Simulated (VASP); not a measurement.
# K (Fd-3m) in VASP: a series of runs

The runs below take K through single point, with PBE.

All numbers are computed with VASP 6.6.1; they aren't measurements. Logs are shortened: lines on timing, memory, paths and dates and some standing lists are left out, and cuts for length are marked.

## Step 1: The cell of the first run

Symmetry: Fd-3m, No. 227, cubic system. Conventional cell: a = 7.365 Å, b = 7.365 Å, c = 7.365 Å, α = 90.00°, β = 90.00°, γ = 90.00°. K (site symmetry -43m) has 4 K at 3.19 Å within 4.2 Å.

This isn't the form of K at room conditions, which is bcc.

## Step 2: Single point, PBE (49.94 Å³/atom)

The input, INCAR:

```
PREC     = Accurate       # precision mode
ENCUT    = 520            # plane-wave cutoff, eV
EDIFF    = 1E-6           # SCF threshold, eV
ISMEAR   = -1             # smearing method
SIGMA    = 0.1            # smearing width, eV
LREAL    = False          # projectors in reciprocal space
LASPH    = True           # aspherical terms in the spheres
NELM     = 60             # most SCF steps
ALGO     = Normal         # electronic algorithm
ISIF     = 2              # what is computed and relaxed
LWAVE    = False          # write WAVECAR
LCHARG   = False          # write CHGCAR
GGA      = PE             # functional
NBANDS   = 16             # bands
```

The input, KPOINTS:

```
Automatic mesh
0
Gamma
  8 8 8
```

The input, POSCAR:

```
K
1.0
    0.0000000000      3.6825411822      3.6825411822
    3.6825411822      0.0000000000      3.6825411822
    3.6825411822      3.6825411822      0.0000000000
K
2
Direct
   -0.1250000000     -0.1250000000     -0.1250000000
    0.1250000000      0.1250000000      0.1250000000
```

Potentials or basis: VASP PAW PBE potentials, release 64 (K_sv).

Command:

```
$ cat potpaw_PBE.64/K_sv/POTCAR > POTCAR
$ mpirun -np 1 vasp_std > vasp.out
```

OUTCAR:

```text
PREC = Accurate
   ENCUT = 520
   EDIFF = 1E-6
   ISMEAR = -1
   LREAL = False
   LASPH = True
   NELM = 60
   ISIF = 2
   GGA = PE

 ion  position               nearest neighbor table
   1  0.875  0.875  0.875-   2 3.19   2 3.19   2 3.19   2 3.19
   2  0.125  0.125  0.125-   1 3.19   1 3.19   1 3.19   1 3.19

  LATTYP: Found a face centered cubic cell.
 ALAT       =     7.3650823644

  Lattice vectors:

 A1 = (   0.0000000000,   3.6825411822,   3.6825411822)
 A2 = (   3.6825411822,   0.0000000000,   3.6825411822)
 A3 = (   3.6825411822,   3.6825411822,   0.0000000000)

Analysis of symmetry for initial positions (statically):
=====================================================================
 Subroutine PRICEL returns:
 Original cell was already a primitive cell.

 Routine SETGRP: Setting up the symmetry group for a
 face centered cubic supercell.

 Subroutine GETGRP returns: Found 48 space group operations
 (whereof 12 operations were pure point group operations)
 out of a pool of 48 trial point group operations.

The static configuration has the point symmetry D_3d.
 The point group associated with its full space group is O_h .

Analysis of symmetry for dynamics (positions and initial velocities):
=====================================================================
 Subroutine PRICEL returns:
 Original cell was already a primitive cell.

 Routine SETGRP: Setting up the symmetry group for a
 face centered cubic supercell.

 Subroutine GETGRP returns: Found 48 space group operations
 (whereof 12 operations were pure point group operations)
 out of a pool of 48 trial point group operations.

The dynamic configuration has the point symmetry D_3d.
 The point group associated with its full space group is O_h .

 Subroutine INISYM returns: Found 48 space group operations
 (whereof 12 operations are pure point group operations),
 and found     1 'primitive' translations

----------------------------------------------------------------------------------------

                                     Primitive cell

  volume of cell :      99.8787

  direct lattice vectors                    reciprocal lattice vectors
     0.000000000  3.682541182  3.682541182    -0.135775807  0.135775807  0.135775807
     3.682541182  0.000000000  3.682541182     0.135775807 -0.135775807  0.135775807
     3.682541182  3.682541182  0.000000000     0.135775807  0.135775807 -0.135775807

  length of vectors
     5.207899684  5.207899684  5.207899684     0.235170596  0.235170596  0.235170596

  position of ions in fractional coordinates (direct lattice)
     0.875000000  0.875000000  0.875000000
     0.125000000  0.125000000  0.125000000

  ion indices of the primitive-cell ions
   primitive index   ion index
                 1           1
                 2           2

----------------------------------------------------------------------------------------

 KPOINTS: Automatic mesh

Automatic generation of k-mesh.
 Grid dimensions read from file:
 generate k-points for:    8    8    8

 Generating k-lattice:

  Cartesian coordinates                     Fractional coordinates (reciprocal lattice)
    -0.016971976  0.016971976  0.016971976     0.125000000  0.000000000  0.000000000
     0.016971976 -0.016971976  0.016971976     0.000000000  0.125000000  0.000000000
     0.016971976  0.016971976 -0.016971976     0.000000000  0.000000000  0.125000000

  Length of vectors
     0.029396324  0.029396324  0.029396324

  Shift w.r.t. Gamma in fractional coordinates (k-lattice)
     0.000000000  0.000000000  0.000000000

 Subroutine IBZKPT returns following result:
 ===========================================

 Found     29 irreducible k-points:

 Following reciprocal coordinates:
            Coordinates               Weight
  0.000000  0.000000  0.000000      1.000000
  0.125000  0.000000  0.000000      8.000000
  0.250000  0.000000  0.000000      8.000000
  0.375000  0.000000  0.000000      8.000000
  0.500000  0.000000  0.000000      4.000000
  0.125000  0.125000  0.000000      6.000000
[... 16 lines left out ...]
  0.500000  0.250000  0.125000     48.000000
 -0.375000  0.250000  0.125000     24.000000
 [... further k-points ...]
   k-points           NKPTS =     29   k-points in BZ     NKDIM =     29   number of bands    NBANDS=     16
   number of dos      NEDOS =    301   number of ions     NIONS =      2
   total plane-waves  NPLWV =  64000
   dimension x,y,z NGX =    40 NGY =   40 NGZ =   40
   dimension x,y,z NGXF=    80 NGYF=   80 NGZF=   80
   ions per type =               2
   NGX,Y,Z   is equivalent  to a cutoff of  12.77, 12.77, 12.77 a.u.
   NGXF,Y,Z  is equivalent  to a cutoff of  25.54, 25.54, 25.54 a.u.
 SYSTEM =  unknown system
   PREC   = accura    normal or accurate (medium, high low for compatibility)
   ISTART =      0    job   : 0-new  1-cont  2-samecut
   ICHARG =      2    charge: 1-file 2-atom 10-const
   ISPIN  =      1    spin polarized calculation?
   LNONCOLLINEAR =      F non collinear calculations
   LSORBIT =      F    spin-orbit coupling
   LASPH  =      T    aspherical Exc in radial PAW
   ENCUT  =  520.0 eV  38.22 Ry    6.18 a.u.   9.68  9.68  9.68*2*pi/ulx,y,z
   NELM   =     60;   NELMIN=  2; NELMDL= -5     # of ELM steps
   EDIFF  = 0.1E-05   stopping-criterion for ELM
   LREAL  =      F    real-space projection
[... 7 lines left out ...]
   TEBEG  =    0.0;   TEEND  =   0.0 temperature during run
   PSTRESS=    0.0 pullay stress
   NELECT =      18.0000    total number of electrons
   NUPDOWN=      -1.0000    fix difference up-down
   EMIN   =  10.00;   EMAX   =-10.00  energy-range for DOS
   EFERMI =   0.00;   METHOD = LEGACY
   ISMEAR =    -1;   SIGMA  =   0.10  broadening in eV -4-tet -1-fermi 0-gaus
   EFERMI_NEDOS =   21; number of points for ismear=-14 and -15
   IALGO  =     38    algorithm
   IMIX   =      4    mixing-type and parameters
     AMIX     =   0.40;   BMIX     =  1.00
     AMIX_MAG =   1.60;   BMIX_MAG =  1.00
  volume/ion in A,a.u.               =      49.94       337.01
  Fermi-wavevector in a.u.,A,eV,Ry     =   0.924715  1.747459 11.634320  0.855098
  Thomas-Fermi vector in A             =   2.050491
   LORBIT       =      0    0 simple, 1 ext, 2 COOP (PROOUT), +10 PAW based schemes
   GGA     = PE    functional components
   LHFCALC =     F    Hartree Fock is set to
   AEXX    =    0.0000 exact exchange contribution
   IVDW    =     0    specifies the selected vdW correction
   LEPSILON=     F    determine dielectric tensor
   LRPA    =     F    only Hartree local field effects (RPA)
 non-spin polarized calculation
  energy-cutoff  :      520.00
  volume of cell :       99.88
 maximum number of plane-waves:      2733
   NGX = 19   NGY = 19   NGZ = 19

 number of electron      17.9999997 magnetization

 Free energy of the ion-electron system (eV)
  ---------------------------------------------------
  ext. energy  EPLUGINS =         0.00000000
  ---------------------------------------------------
  free energy    TOTEN  =        -0.76844244 eV

  energy without entropy =       -0.71802388  energy(sigma->0) =       -0.74323316

 E-fermi :   0.9873     XC(G=0):  -6.6726

 val. band max:        0.9636175406   @ k =  -0.3750   0.2500   0.1250
 cond. band min:       0.9978076396   @ k =   0.5000   0.1250   0.0000
 fundamental gap:      0.0341900990
 Fermi energy:         0.9873334239

 k-point     1 :       0.0000    0.0000    0.0000
  band No.  band energies     occupation
      1     -32.0469      2.00000
      2     -31.7938      2.00000
      3     -15.6620      2.00000
      4     -15.6620      2.00000
      5     -15.6620      2.00000
      6     -15.1904      2.00000
[... 8 lines left out ...]
     15       4.6248      0.00000
     16       4.6248      0.00000

 k-point     2 :       0.1250    0.0000    0.0000
  band No.  band energies     occupation
      1     -32.0398      2.00000
      2     -31.8010      2.00000
      3     -15.6726      2.00000
      4     -15.6726      2.00000
      5     -15.6654      2.00000
      6     -15.1907      2.00000
[... 8 lines left out ...]
     15       4.3074      0.00000
     16       4.6290      0.00000

 k-point     3 :       0.2500    0.0000    0.0000
  band No.  band energies     occupation
      1     -32.0206      2.00000
      2     -31.8206      2.00000
      3     -15.6964      2.00000
      4     -15.6964      2.00000
      5     -15.6749      2.00000
      6     -15.1899      2.00000
[... 8 lines left out ...]
     15       4.5081      0.00000
     16       4.7772      0.00000

 k-point     4 :       0.3750    0.0000    0.0000
  band No.  band energies     occupation
      1     -31.9967      2.00000
      2     -31.8450      2.00000
      3     -15.7183      2.00000
      4     -15.7183      2.00000
      5     -15.6859      2.00000
      6     -15.1873      2.00000
[... 8 lines left out ...]
     15       4.4960      0.00000
     16       5.2501      0.00000
[... 324 lines left out ...]
 k-point    22 :       0.3750    0.2500    0.1250
  band No.  band energies     occupation
      1     -32.0034      2.00000
      2     -31.8381      2.00000
      3     -15.7522      2.00000
      4     -15.7250      2.00000
      5     -15.6098      2.00000
      6     -15.2562      2.00000
[... 8 lines left out ...]
     15       4.6610      0.00000
     16       4.7151      0.00000

 k-point    23 :       0.5000    0.2500    0.1250
  band No.  band energies     occupation
      1     -31.9793      2.00000
      2     -31.8625      2.00000
      3     -15.7826      2.00000
      4     -15.7440      2.00000
      5     -15.5868      2.00000
      6     -15.2808      2.00000
[... 8 lines left out ...]
     15       4.6560      0.00000
     16       4.9846      0.00000

 k-point    24 :      -0.3750    0.2500    0.1250
  band No.  band energies     occupation
      1     -31.9657      2.00000
      2     -31.8763      2.00000
      3     -15.7936      2.00000
      4     -15.7528      2.00000
      5     -15.5766      2.00000
      6     -15.2911      2.00000
[... 8 lines left out ...]
     15       4.7371      0.00000
     16       5.2282      0.00000

 [... further k-points ...]

------------------------ aborting loop because EDIFF is reached ----------------------------------------

  FORCE on cell =-STRESS in cart. coord.  units (eV):
  Direction    XX          YY          ZZ          XY          YZ          ZX
  --------------------------------------------------------------------------------------
  -------------------------------------------------------------------------------------
  Total        2.1646506      2.1646506      2.1646506      0.0000000     -0.0000000     -0.0000000
  in kB       34.7236652     34.7236652     34.7236652      0.0000000     -0.0000000     -0.0000000
  external PRESSURE =      34.7236652 kB  Pullay stress =       0.0000000 kB

 VOLUME and BASIS-vectors are now :
 -----------------------------------------------------------------------------
  energy-cutoff  :      520.00
  volume of cell :       99.88
      direct lattice vectors                 reciprocal lattice vectors
     0.000000000  3.682541182  3.682541182    -0.135775807  0.135775807  0.135775807
     3.682541182  0.000000000  3.682541182     0.135775807 -0.135775807  0.135775807
     3.682541182  3.682541182  0.000000000     0.135775807  0.135775807 -0.135775807

 POSITION                                       TOTAL-FORCE (eV/Angst)
 -----------------------------------------------------------------------------------
      6.44445      6.44445      6.44445        -0.000000      0.000000      0.000000
      0.92064      0.92064      0.92064         0.000000     -0.000000     -0.000000
 -----------------------------------------------------------------------------------
    total drift:                                0.000000      0.000000     -0.000000

  FREE ENERGIE OF THE ION-ELECTRON SYSTEM (eV)
  ---------------------------------------------------
  free  energy   TOTEN  =        -0.7684424362 eV

  energy  without entropy=       -0.7180238799  energy(sigma->0) =       -0.74323316
```

Wall time 58 s (1 thread of Intel Xeon 6975P-C (Granite Rapids), shared host); peak memory 0.24 GiB.

What came out:

| Item | Value |
| --- | --- |
| Free energy | -0.7684 eV |
| Pressure | 3.5 GPa |
| Band gap on the k mesh | zero (bands 9 and 10 overlap by 0.61 eV) |

Levels at points of the mesh, in eV from the Fermi level:
```tsv
k point	band 6	band 7	band 8	band 9	band 10	band 11	band 12	band 13
(0.00, 0.00, 0.00)	-16.18	-16.18	-16.18	-2.64	2.58	2.58	2.91	2.91
(0.50, 0.00, 0.00)	-16.17	-16.11	-16.11	-0.41	-0.39	2.01	2.01	3.37
(0.50, 0.50, 0.00)	-16.43	-16.04	-16.04	0.01	0.01	1.89	1.89	3.15
```

Caveat: the cell stands under pressure.

## Step 3: Single point, PBE (57.71 Å³/atom)

This run uses another cell than the first one, of 57.71 Å³/atom.

The input, INCAR:

```
SYSTEM = K
PREC     = Accurate       ! precision mode
ENCUT    = 520            ! plane-wave cutoff, eV
EDIFF    = 1E-6           ! SCF threshold, eV
ISMEAR   = -1             ! smearing method
SIGMA    = 0.1            ! smearing width, eV
LREAL    = .False.        ! projectors in reciprocal space
LASPH    = .True.         ! aspherical terms in the spheres
NELM     = 80             ! most SCF steps
ALGO     = Normal         ! electronic algorithm
ISIF     = 2              ! what is computed and relaxed
LWAVE    = .False.        ! write WAVECAR
LCHARG   = .False.        ! write CHGCAR
GGA      = PE             ! functional
NBANDS   = 16             ! bands
```

The input, KPOINTS:

```
regular mesh
0
Gamma
  8 8 8
  0 0 0
```

The input, POSCAR:

```
K
1.0
    0.0000000000      3.8643627658      3.8643627658
    3.8643627658      0.0000000000      3.8643627658
    3.8643627658      3.8643627658      0.0000000000
K
2
Direct
   -0.1250000000     -0.1250000000     -0.1250000000
    0.1250000000      0.1250000000      0.1250000000
```

Potentials or basis: VASP PAW PBE potentials, release 64 (K_sv).

Command:

```
$ cat potpaw_PBE.64/K_sv/POTCAR > POTCAR
$ mpirun -np 1 vasp_std > vasp.out
```

It took 74 s on 1 thread of Intel Xeon 6975P-C (Granite Rapids), shared host; peak memory 0.25 GiB.

The run converged. Its results:

| Item | Value |
| --- | --- |
| Free energy | -1.0447 eV |
| Pressure | 2.3 GPa |
| Band gap on the k mesh | zero (bands 9 and 10 overlap by 0.69 eV) |

Levels at points of the mesh, in eV from the Fermi level:
| k point | band 7 | band 8 | band 9 | band 10 | band 11 | band 12 |
| --- | --- | --- | --- | --- | --- | --- |
| (0.00, 0.00, 0.00) | -16.15 | -16.15 | -2.48 | 2.65 | 2.65 | 2.83 |
| (0.50, 0.00, 0.00) | -16.11 | -16.11 | -0.52 | -0.36 | 2.07 | 2.07 |
| (0.50, 0.50, 0.00) | -16.06 | -16.06 | 0.05 | 0.05 | 1.67 | 1.67 |

[end of part 1 of 2]

The gap in the log of VASP goes by the Fermi energy; the results here count the filled bands.